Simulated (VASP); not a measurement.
# Ti in VASP: notebook

Ti is run at these levels: PBEsol; tasks: single point.

Program: VASP 6.6.1. These are calculated values, not measurements. Logs are shortened: lines on timing, memory, paths and dates and some standing lists are left out, and cuts for length are marked.

## Step 1: The cell of the first run

The cell holds a slab with vacuum, 12 atoms: a = 5.900 Å, b = 5.900 Å, c = 15.685 Å, α = 90.00°, β = 90.00°, γ = 60.00°.

## Step 2: Single point, PBEsol

Contents of INCAR:

```
ALGO = Normal
EDIFF = 1E-6
ENCUT = 520
GGA = PS
ISIF = 2
ISMEAR = -1
LASPH = T
LCHARG = T
LELF = T
LREAL = F
LVHAR = T
LWAVE = F
NBANDS = 84
NELM = 60
PREC = Accurate
SIGMA = 0.1
```

Contents of KPOINTS:

```
k-points
0
Gamma
  2 2 1
```

Contents of POSCAR:

```
Ti
1.0
    5.9000000000      0.0000000000      0.0000000000
    2.9500000000      5.1095500000      0.0000000000
    0.0000000000      0.0000000000     15.6846000000
Ti
12
Direct
    0.0000000000      0.0000000000      0.0637568060
    0.5000000000      0.0000000000      0.0637568060
   -0.0000024464      0.5000048928      0.0637568060
    0.4999975536      0.5000048928      0.0637568060
   -0.1223884383      0.3028446732      0.2036966196
    0.3453181552      0.3170925033      0.1949173074
   -0.1572264523      0.8288596843      0.2020070643
    0.3396304278      0.8227730426      0.2173533275
   -0.0209976939      0.0184360658      0.3505221682
    0.5005739752      0.0009198462      0.3495785675
   -0.0490696210      0.5423765302      0.3357879704
    0.4986863608      0.4865594818      0.3292720248
```

Potentials or basis: VASP PAW PBE potentials, release 64 (Ti_sv).

Run with:

```bash
$ cat potpaw_PBE.64/Ti_sv/POTCAR > POTCAR
$ mpirun -np 1 vasp_std > vasp.out
```

OUTCAR:

```text
EDIFF = 1E-6
   ENCUT = 520
   GGA = PS
   ISIF = 2
   ISMEAR = -1
   LASPH = T
   LREAL = F
   NELM = 60
   PREC = Accurate

 ion  position               nearest neighbor table
   1  0.000  0.000  0.064-   5 2.69   7 2.74
   2  0.500  0.000  0.064-   6 2.62   7 2.79
   3  1.000  0.500  0.064-   6 2.71   7 2.74   5 2.74
   4  0.500  0.500  0.064-   6 2.69   8 2.92
   5  0.878  0.303  0.204-  11 2.66   1 2.69   9 2.73   3 2.74  12 2.76   8 2.79   6 2.81   7 2.90

   6  0.345  0.317  0.195-   2 2.62  12 2.68   4 2.69   3 2.71   5 2.81   7 2.91  10 2.91
   7  0.843  0.829  0.202-  11 2.57   1 2.74   3 2.74   2 2.79   9 2.87  10 2.90   5 2.90   6 2.91

   8  0.340  0.823  0.217-  12 2.46  10 2.70   9 2.79   5 2.79   4 2.92
   9  0.979  0.018  0.351-   5 2.73   8 2.79  12 2.82   7 2.87  10 2.88  11 2.90
  10  0.501  0.001  0.350-  11 2.69   8 2.70   9 2.88  12 2.88   7 2.90   6 2.91
  11  0.951  0.542  0.336-   7 2.57   5 2.66  10 2.69  12 2.85   9 2.90
  12  0.499  0.487  0.329-   8 2.46   6 2.68   5 2.76   9 2.82  11 2.85  10 2.88

  LATTYP: Found a hexagonal cell.
 ALAT       =     5.9000001019
 C/A-ratio  =     2.6584067337

  Lattice vectors:

 A1 = (  -2.9500000000,  -5.1095500000,   0.0000000000)
 A2 = (   5.9000000000,   0.0000000000,   0.0000000000)
 A3 = (   0.0000000000,   0.0000000000,  15.6846000000)

Analysis of symmetry for initial positions (statically):
=====================================================================
 Subroutine PRICEL returns:
 Original cell was already a primitive cell.

 Routine SETGRP: Setting up the symmetry group for a
 hexagonal supercell.

 Subroutine GETGRP returns: Found  1 space group operations
 (whereof  1 operations were pure point group operations)
 out of a pool of 24 trial point group operations.

The static configuration has the point symmetry C_1 .

Analysis of symmetry for dynamics (positions and initial velocities):
=====================================================================
 Subroutine PRICEL returns:
 Original cell was already a primitive cell.

 Routine SETGRP: Setting up the symmetry group for a
 hexagonal supercell.

 Subroutine GETGRP returns: Found  1 space group operations
 (whereof  1 operations were pure point group operations)
 out of a pool of 24 trial point group operations.

The dynamic configuration has the point symmetry C_1 .

 Subroutine INISYM returns: Found  1 space group operations
 (whereof  1 operations are pure point group operations),
 and found     1 'primitive' translations

----------------------------------------------------------------------------------------

                                     Primitive cell

  volume of cell :     472.8334

  direct lattice vectors                    reciprocal lattice vectors
     5.900000000  0.000000000  0.000000000     0.169491525 -0.097855976  0.000000000
     2.950000000  5.109550000  0.000000000     0.000000000  0.195711951  0.000000000
     0.000000000  0.000000000 15.684600000     0.000000000  0.000000000  0.063756806

  length of vectors
     5.900000000  5.900000102 15.684600000     0.195711955  0.195711951  0.063756806

  position of ions in fractional coordinates (direct lattice)
     0.000000000  0.000000000  0.063756806
     0.500000000  0.000000000  0.063756806
     0.999997554  0.500004893  0.063756806
     0.499997554  0.500004893  0.063756806
     0.877611562  0.302844673  0.203696620
     0.345318155  0.317092503  0.194917307
     0.842773548  0.828859684  0.202007064
     0.339630428  0.822773043  0.217353327
     0.979002306  0.018436066  0.350522168
     0.500573975  0.000919846  0.349578567
     0.950930379  0.542376530  0.335787970
     0.498686361  0.486559482  0.329272025

  ion indices of the primitive-cell ions
   primitive index   ion index
                 1           1
                 2           2
                 3           3
                 4           4
                 5           5
                 6           6
                 7           7
                 8           8
                 9           9
                10          10
                11          11
                12          12

----------------------------------------------------------------------------------------

 KPOINTS: k-points

Automatic generation of k-mesh.
 Grid dimensions read from file:
 generate k-points for:    2    2    1

 Generating k-lattice:

  Cartesian coordinates                     Fractional coordinates (reciprocal lattice)
     0.084745763 -0.048927988  0.000000000     0.500000000  0.000000000  0.000000000
     0.000000000  0.097855976  0.000000000     0.000000000  0.500000000  0.000000000
     0.000000000  0.000000000  0.063756806     0.000000000  0.000000000  1.000000000

  Length of vectors
     0.097855977  0.097855976  0.063756806

  Shift w.r.t. Gamma in fractional coordinates (k-lattice)
     0.000000000  0.000000000  0.000000000

 Subroutine IBZKPT returns following result:
 ===========================================

 Found      4 irreducible k-points:

 Following reciprocal coordinates:
            Coordinates               Weight
  0.000000  0.000000  0.000000      1.000000
  0.500000 -0.000000  0.000000      1.000000
  0.500000  0.500000  0.000000      1.000000
  0.000000  0.500000  0.000000      1.000000
   k-points           NKPTS =      4   k-points in BZ     NKDIM =      4   number of bands    NBANDS=     84
   number of dos      NEDOS =    301   number of ions     NIONS =     12
   total plane-waves  NPLWV = 276480
   dimension x,y,z NGX =    48 NGY =   48 NGZ =  120
   dimension x,y,z NGXF=    96 NGYF=   96 NGZF=  240
   ions per type =              12
   NGX,Y,Z   is equivalent  to a cutoff of  13.53, 13.53, 12.72 a.u.
   NGXF,Y,Z  is equivalent  to a cutoff of  27.05, 27.05, 25.44 a.u.
 SYSTEM =  unknown system
   PREC   = accura    normal or accurate (medium, high low for compatibility)
   ISTART =      0    job   : 0-new  1-cont  2-samecut
   ICHARG =      2    charge: 1-file 2-atom 10-const
   ISPIN  =      1    spin polarized calculation?
   LNONCOLLINEAR =      F non collinear calculations
   LSORBIT =      F    spin-orbit coupling
   LASPH  =      T    aspherical Exc in radial PAW
   ENCUT  =  520.0 eV  38.22 Ry    6.18 a.u.  10.97 10.97 29.16*2*pi/ulx,y,z
   NELM   =     60;   NELMIN=  2; NELMDL= -5     # of ELM steps
   EDIFF  = 0.1E-05   stopping-criterion for ELM
   LREAL  =      F    real-space projection
   EDIFFG = 0.1E-04   stopping-criterion for IOM
   NSW    =      0    number of steps for IOM
   IBRION =     -1    ionic relax: 0-MD 1-quasi-New 2-CG
   NFREE  =      0    steps in history (QN), initial steepest desc. (CG)
   ISIF   =      2    stress and relaxation
   ISYM   =      2    0-nonsym 1-usesym 2-fastsym
   POTIM  = 0.5000    time-step for ionic-motion
   TEBEG  =    0.0;   TEEND  =   0.0 temperature during run
   PSTRESS=    0.0 pullay stress
   NELECT =     144.0000    total number of electrons
   NUPDOWN=      -1.0000    fix difference up-down
   EMIN   =  10.00;   EMAX   =-10.00  energy-range for DOS
   EFERMI =   0.00;   METHOD = LEGACY
   ISMEAR =    -1;   SIGMA  =   0.10  broadening in eV -4-tet -1-fermi 0-gaus
   EFERMI_NEDOS =   21; number of points for ismear=-14 and -15
   IALGO  =     38    algorithm
   IMIX   =      4    mixing-type and parameters
     AMIX     =   0.40;   BMIX     =  1.00
     AMIX_MAG =   1.60;   BMIX_MAG =  1.00
  volume/ion in A,a.u.               =      39.40       265.90
  Fermi-wavevector in a.u.,A,eV,Ry     =   1.101437  2.081414 16.506088  1.213163
  Thomas-Fermi vector in A             =   2.237864
   LORBIT       =      0    0 simple, 1 ext, 2 COOP (PROOUT), +10 PAW based schemes
   GGA     = PS    functional components
   LHFCALC =     F    Hartree Fock is set to
   AEXX    =    0.0000 exact exchange contribution
   IVDW    =     0    specifies the selected vdW correction
   LEPSILON=     F    determine dielectric tensor
   LRPA    =     F    only Hartree local field effects (RPA)
 non-spin polarized calculation
  energy-cutoff  :      520.00
  volume of cell :      472.83
 maximum number of plane-waves:     12742
 NGX is ok and might be reduce to    48
   NGX = 21   NGY = 21   NGZ = 59

 number of electron     143.9999995 magnetization

 Free energy of the ion-electron system (eV)
  ---------------------------------------------------
  ext. energy  EPLUGINS =         0.00000000
  ---------------------------------------------------
  free energy    TOTEN  =       -91.76669891 eV

  energy without entropy =      -90.91822438  energy(sigma->0) =      -91.34246165

 E-fermi :   1.3089     XC(G=0):  -6.2856

 val. band max:        1.2400817297   @ k =   0.5000  -0.0000   0.0000
 cond. band min:       1.3133917314   @ k =   0.0000   0.0000   0.0000
 fundamental gap:      0.0733100017
 Fermi energy:         1.3088781907

 k-point     1 :       0.0000    0.0000    0.0000
  band No.  band energies     occupation
      1     -55.3151      2.00000
      2     -55.2856      2.00000
      3     -55.2369      2.00000
      4     -55.2348      2.00000
      5     -55.2018      2.00000
      6     -55.1786      2.00000
[... 76 lines left out ...]
     83       2.4023      0.00004
     84       2.5246      0.00001

 k-point     2 :       0.5000   -0.0000    0.0000
  band No.  band energies     occupation
      1     -55.3021      2.00000
      2     -55.2686      2.00000
      3     -55.2491      2.00000
      4     -55.2361      2.00000
      5     -55.2101      2.00000
      6     -55.1839      2.00000
[... 76 lines left out ...]
     83       2.1032      0.00071
     84       2.1517      0.00044

 k-point     3 :       0.5000    0.5000    0.0000
  band No.  band energies     occupation
      1     -55.3021      2.00000
      2     -55.2654      2.00000
      3     -55.2519      2.00000
      4     -55.2266      2.00000
      5     -55.2229      2.00000
      6     -55.1805      2.00000
[... 76 lines left out ...]
     83       2.0932      0.00078
     84       2.1547      0.00042

 k-point     4 :       0.0000    0.5000    0.0000
  band No.  band energies     occupation
      1     -55.3011      2.00000
      2     -55.2768      2.00000
      3     -55.2401      2.00000
      4     -55.2360      2.00000
      5     -55.2013      2.00000
      6     -55.1898      2.00000
[... 76 lines left out ...]
     83       2.0944      0.00078
     84       2.2710      0.00013

------------------------ aborting loop because EDIFF is reached ----------------------------------------

  FORCE on cell =-STRESS in cart. coord.  units (eV):
  Direction    XX          YY          ZZ          XY          YZ          ZX
  --------------------------------------------------------------------------------------
  -------------------------------------------------------------------------------------
  Total       -9.1694076     -4.9791016      0.4297489      1.3112628     -0.6647117      0.3926593
  in kB      -31.0701785    -16.8714907      1.4561874      4.4431627     -2.2523497      1.3305107
  external PRESSURE =     -15.4951606 kB  Pullay stress =       0.0000000 kB

 VOLUME and BASIS-vectors are now :
 -----------------------------------------------------------------------------
  energy-cutoff  :      520.00
  volume of cell :      472.83
      direct lattice vectors                 reciprocal lattice vectors
     5.900000000  0.000000000  0.000000000     0.169491525 -0.097855976  0.000000000
     2.950000000  5.109550000  0.000000000     0.000000000  0.195711951  0.000000000
     0.000000000  0.000000000 15.684600000     0.000000000  0.000000000  0.063756806

 POSITION                                       TOTAL-FORCE (eV/Angst)
 -----------------------------------------------------------------------------------
      0.00000      0.00000      1.00000         0.064479     -0.111571      0.285650
      2.95000      0.00000      1.00000        -0.213596     -0.252889      0.121756
      7.37500      2.55480      1.00000        -0.110200      0.140709     -0.262142
      4.42500      2.55480      1.00000         0.297281      0.111074      0.331226
      6.07130      1.54740      3.19490        -0.582691      0.362664     -0.563418
      2.97280      1.62020      3.05720        -0.078500     -0.090479      0.645519
      7.41750      4.23510      3.16840         0.077786      0.230115     -0.044789
      4.43100      4.20400      3.40910         0.320759      0.123905     -1.563986
      5.83050      0.09420      5.49780        -0.315356     -0.034711     -0.112811
      2.95610      0.00470      5.48300         0.063181      0.437377     -0.220021
      7.21050      2.77130      5.26670         0.409455     -0.597625      0.344503
      4.37760      2.48610      5.16450         0.067402     -0.318569      1.038513
 -----------------------------------------------------------------------------------
    total drift:                                0.000143     -0.000019     -0.000230

  FREE ENERGIE OF THE ION-ELECTRON SYSTEM (eV)
  ---------------------------------------------------
  free  energy   TOTEN  =       -91.7666989069 eV

  energy  without entropy=      -90.9182243841  energy(sigma->0) =      -91.34246165
```

It took 5.9 min on 1 thread of Intel Xeon Platinum 8559C (Emerald Rapids), shared host; peak memory 0.59 GiB.

Results:

| Item | Value |
| --- | --- |
| Free energy | -91.7667 eV |
| Largest force | 1.601 eV/Å |
| Band gap on the k mesh | zero (bands 72 and 73 overlap by 0.58 eV) |

Forces in eV/Å, atoms in the order of the input:
```
Ti   0.064 -0.112  0.286
Ti  -0.214 -0.253  0.122
Ti  -0.110  0.141 -0.262
Ti   0.297  0.111  0.331
Ti  -0.583  0.363 -0.563
Ti  -0.079 -0.090  0.646
Ti   0.078  0.230 -0.045
Ti   0.321  0.124 -1.564
Ti  -0.315 -0.035 -0.113
Ti   0.063  0.437 -0.220
Ti   0.409 -0.598  0.345
Ti   0.067 -0.319  1.039
```

Caveat: the k points lie up to 0.61 Å⁻¹ apart, too coarse for converged energies and pressures of a metal; there is no dipole correction, which matters where the two faces differ; the PAW data sets were made with another functional, which shifts forces and pressure a little.

## Step 3: Single point, PBEsol

Contents of INCAR:

```
PREC = Accurate
ENCUT = 520
EDIFF = 1E-6
ISMEAR = -1
SIGMA = 0.1
LREAL = F
LASPH = T
NELM = 80
ALGO = Normal
ISIF = 2
LWAVE = F
LCHARG = T
GGA = PS
LELF = T
LVHAR = T
NBANDS = 84
```

Contents of KPOINTS:

```
regular mesh
0
Gamma
  2 2 1
```

Contents of POSCAR:

```
Ti
1.0
    5.9000000000      0.0000000000      0.0000000000
    2.9500000000      5.1095500000      0.0000000000
    0.0000000000      0.0000000000     15.6846000000
Ti
12
Direct
    0.0000000000      0.0000000000      0.0637568060
    0.5000000000      0.0000000000      0.0637568060
   -0.0000024464      0.5000048928      0.0637568060
    0.4999975536      0.5000048928      0.0637568060
   -0.1505662363      0.3129629811      0.1927240733
    0.4362513165      0.2810227907      0.2106461115
   -0.1275313321      0.7948253760      0.2034479681
    0.3666031418      0.8172343944      0.1970659118
   -0.0332745278      0.0337015980      0.3391352027
    0.4894694062      0.0104510182      0.3590655803
   -0.0160466715      0.5138221565      0.3371842444
    0.5454663816      0.5190672368      0.3661999668
```

Potentials or basis: VASP PAW PBE potentials, release 64 (Ti_sv).

Run with:

```bash
$ cat potpaw_PBE.64/Ti_sv/POTCAR > POTCAR
$ mpirun -np 1 vasp_std > vasp.out
```

OUTCAR:

```text
PREC = Accurate
   ENCUT = 520
   EDIFF = 1E-6
   ISMEAR = -1
   LREAL = F
   LASPH = T
   NELM = 80
   ISIF = 2
   GGA = PS

 ion  position               nearest neighbor table
   1  0.000  0.000  0.064-   5 2.58   7 2.78   8 2.81
   2  0.500  0.000  0.064-   8 2.65   6 2.75   7 2.90
   3  1.000  0.500  0.064-   5 2.66   7 2.66
   4  0.500  0.500  0.064-   8 2.65   5 2.70   6 2.76
   5  0.849  0.313  0.193-   6 2.55   1 2.58   3 2.66   4 2.70   9 2.71  11 2.85   8 2.91   7 2.92

   6  0.436  0.281  0.211-   5 2.55   7 2.74  10 2.75   2 2.75   4 2.76
   7  0.872  0.795  0.203-  11 2.55   3 2.66   6 2.74   9 2.76   1 2.78   2 2.90   5 2.92
   8  0.367  0.817  0.197-   2 2.65   4 2.65   1 2.81   5 2.91
   9  0.967  0.034  0.339-   5 2.71  12 2.73   7 2.76  11 2.89  10 2.90
  10  0.489  0.010  0.359-   6 2.75  12 2.75   9 2.90
  11  0.984  0.514  0.337-   7 2.55  12 2.61   5 2.85   9 2.89
  12  0.545  0.519  0.366-  11 2.61   9 2.73  10 2.75

  LATTYP: Found a hexagonal cell.
 ALAT       =     5.9000001019
 C/A-ratio  =     2.6584067337

  Lattice vectors:
[... 191 lines left out ...]
      5     -55.1500      2.00000
      6     -55.1277      2.00000
[... 337 lines left out ...]
     83       2.0755      0.00116
     84       2.1417      0.00060

------------------------ aborting loop because EDIFF is reached ----------------------------------------

  FORCE on cell =-STRESS in cart. coord.  units (eV):
  Direction    XX          YY          ZZ          XY          YZ          ZX
  --------------------------------------------------------------------------------------
  -------------------------------------------------------------------------------------
  Total      -10.9595988     -7.0017711     -3.9499890      3.0484746     -0.3398842     -1.3216678
  in kB      -37.1361712    -23.7252272    -13.3843831     10.3296368     -1.1516844     -4.4784194
  external PRESSURE =     -24.7485938 kB  Pullay stress =       0.0000000 kB

 VOLUME and BASIS-vectors are now :
 -----------------------------------------------------------------------------
  energy-cutoff  :      520.00
  volume of cell :      472.83
      direct lattice vectors                 reciprocal lattice vectors
     5.900000000  0.000000000  0.000000000     0.169491525 -0.097855976  0.000000000
     2.950000000  5.109550000  0.000000000     0.000000000  0.195711951  0.000000000
     0.000000000  0.000000000 15.684600000     0.000000000  0.000000000  0.063756806

 POSITION                                       TOTAL-FORCE (eV/Angst)
 -----------------------------------------------------------------------------------
      0.00000      0.00000      1.00000        -0.264307     -0.374344     -0.198170
      2.95000      0.00000      1.00000         0.296849      0.043369      0.173211
      7.37500      2.55480      1.00000         0.446860     -0.249310      0.304639
      4.42500      2.55480      1.00000        -0.169958      0.026996     -0.233823
      5.93490      1.59910      3.02280         1.534389      0.017589      0.660205
      3.40290      1.43590      3.30390        -1.740282      0.815205      0.114552
      7.49230      4.06120      3.19100         0.079194      0.330783     -0.449515
      4.57380      4.17570      3.09090        -0.157955      0.098859      1.089818
      5.80310      0.17220      5.31920        -0.010778     -0.068507     -0.192597
      2.91870      0.05340      5.63180         0.248478     -0.253793     -0.443916
      7.32110      2.62540      5.28860         0.260319     -0.268196     -0.107384
      4.74950      2.65220      5.74370        -0.522808     -0.118654     -0.717020
 -----------------------------------------------------------------------------------
    total drift:                               -0.000153     -0.000044     -0.000260

  FREE ENERGIE OF THE ION-ELECTRON SYSTEM (eV)
  ---------------------------------------------------
  free  energy   TOTEN  =       -91.3138816145 eV

  energy  without entropy=      -90.4820608050  energy(sigma->0) =      -90.89797121
```

It took 5.6 min on 1 thread of Intel Xeon Platinum 8559C (Emerald Rapids), shared host; peak memory 0.63 GiB.

What came out:

```
Free energy            : -91.3139 eV
Largest force          : 1.925 eV/Å
Band gap on the k mesh : zero (bands 72 and 73 overlap by 0.56 eV)
```

Forces in eV/Å, atoms in the order of the input:
```
Ti  -0.264 -0.374 -0.198
Ti   0.297  0.043  0.173
Ti   0.447 -0.249  0.305
Ti  -0.170  0.027 -0.234
Ti   1.534  0.018  0.660
Ti  -1.740  0.815  0.115
Ti   0.079  0.331 -0.450
Ti  -0.158  0.099  1.090
Ti  -0.011 -0.069 -0.193
Ti   0.248 -0.254 -0.444
Ti   0.260 -0.268 -0.107
Ti  -0.523 -0.119 -0.717
```

Caveat: the k points lie up to 0.61 Å⁻¹ apart, too coarse for converged energies and pressures of a metal; there is no dipole correction, which matters where the two faces differ; the PAW data sets were made with another functional, which shifts forces and pressure a little.

[end of part 1 of 2]

The gap in the log of VASP goes by the Fermi energy; the results here count the filled bands.